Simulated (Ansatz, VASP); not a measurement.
**PbS in VASP and in Ansatz**

```
Pb S
1.0
     0.00000    3.13178    3.13178
     2.96500    0.16678    2.96500
     2.96500    2.96500    0.16678
Pb S
1 1
Direct
  0.00000 0.00000 0.00000
  0.50000 0.50000 0.50000
```

Change from the starting cell: strain +0.1125 x Voigt [0, 0, 0, 1, 0, 0], atoms carried along.

Alike in both runs: task single point; functional PBE; k mesh 10 × 10 × 10; occupations gaussian, width 0.03 eV; no spin polarisation.

|  | VASP | Ansatz |
| --- | --- | --- |
| version | VASP 6.6.1 | Ansatz 0.2.0 |
| potentials or method | VASP PAW PBE potentials, release 64 (Pb_d, S), cutoff 520 eV | scalar-relativistic, plane waves, PAW |
| valence electrons in the cell | 20 | 20 |

```tsv
	VASP	Ansatz	Ansatz less VASP
gap on the k mesh at the Fermi level (eV)	none	none	-
pressure (GPa)	2.1	2.2	+0.07
traceless stress, the component that is largest in VASP (GPa)	-2.16	-2.16	+0.003
```

A gap of «none» marks a metal or a gap that the smearing closes.

Neither program's run includes spin-orbit coupling.
